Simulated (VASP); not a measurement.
Here is a VASP 6.6.1 calculation.

POSCAR

```
LiF
1.0
    2.5595330000      0.0000000000      0.0000000000
    0.0000000000      2.5595330000      0.0000000000
    0.0000000000      0.0000000000      2.4571516800
Li F
1 1
Direct
    0.0000000000      0.0000000000      0.0000000000
    0.5000000000      0.5000000000      0.5000000000
```

Contents of INCAR.step1:

```
SYSTEM = LiF
PREC = Accurate
ENCUT = 520
ISMEAR = 0
SIGMA = 0.05
LREAL = .False.
LASPH = .True.
NELM = 100
NBANDS = 12
GGA = PE
ALGO = Normal
EDIFF = 1E-4
LWAVE = .True.
LCHARG = .False.
```

Contents of INCAR.step2:

```
SYSTEM = LiF
PREC = Accurate
ENCUT = 520
EDIFF = 1E-6
ISMEAR = 0
SIGMA = 0.05
LREAL = .False.
LASPH = .True.
NELM = 100
ALGO = Normal
ISIF = 2
LWAVE = .False.
LCHARG = .False.
METAGGA = R2SCAN
LMIXTAU = .True.
NBANDS = 12
ISTART = 1
```

KPOINTS

```
regular mesh
0
Gamma
  10 10 10
  0 0 0
```

Potentials or basis: VASP PAW PBE potentials, release 64 (Li_sv, F).

The run is started by

```bash
$ cat potpaw_PBE.64/Li_sv/POTCAR potpaw_PBE.64/F/POTCAR > POTCAR
$ cp INCAR.step1 INCAR
$ mpirun -np 1 vasp_std > vasp.out
$ cp INCAR.step2 INCAR
$ mpirun -np 1 vasp_std > vasp.out
```

(1) Predict the band gap on the k mesh.

Results:

(1) 8.79 eV, indirect (least direct gap 9.40 eV).

Caveat: the cell differs from its parent crystal (strain +0.000 along x and y, -0.040 along z).
